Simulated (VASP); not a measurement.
The system is BP.

```
P B
1.0
     0.00000    2.26900    2.26900
     2.26900    0.00000    2.26900
     2.26900    2.26900    0.00000
P B
1 1
Direct
  0.75000 0.75000 0.75000
  0.00000 0.00000 0.00000
```

- Program: VASP 6.6.1
- Task: relaxation of cell and atoms
- Functional: LDA
- Potentials or basis: VASP PAW LDA potentials, release 64 (P, B)
- Cutoff: 600 eV
- k mesh: 10 × 10 × 10
- Occupations: fermi-dirac, width 0.05 eV
- Spin: no spin polarisation

At the start: pressure -5.3 GPa; volume 11.68 Å³/atom.

Q: Where does the relaxation end?

A: Over 3 steps the energy falls by 6.3 meV/atom and the volume is 11.31 Å³/atom (-3.2 %); space group F-43m (No. 216, to 0.05 Å).

Step by step:
| step | energy change (eV) | largest force (eV/Å) | pressure (GPa) | volume (Å³) |
| --- | --- | --- | --- | --- |
| 1 | 0.0000 | 0.0000 | -5.32 | 23.36 |
| 2 | -0.0051 | 0.0000 | 4.50 | 22.08 |
| 3 | -0.0126 | 0.0000 | -0.01 | 22.63 |

Final structure:
```xyz
2
Lattice="0.0000 2.2449 2.2449 2.2449 0.0000 2.2449 2.2449 2.2449 0.0000" Properties=species:S:1:pos:R:3 pbc="T T T"
P     3.3673    3.3673    3.3673
B     0.0000    0.0000    0.0000
```
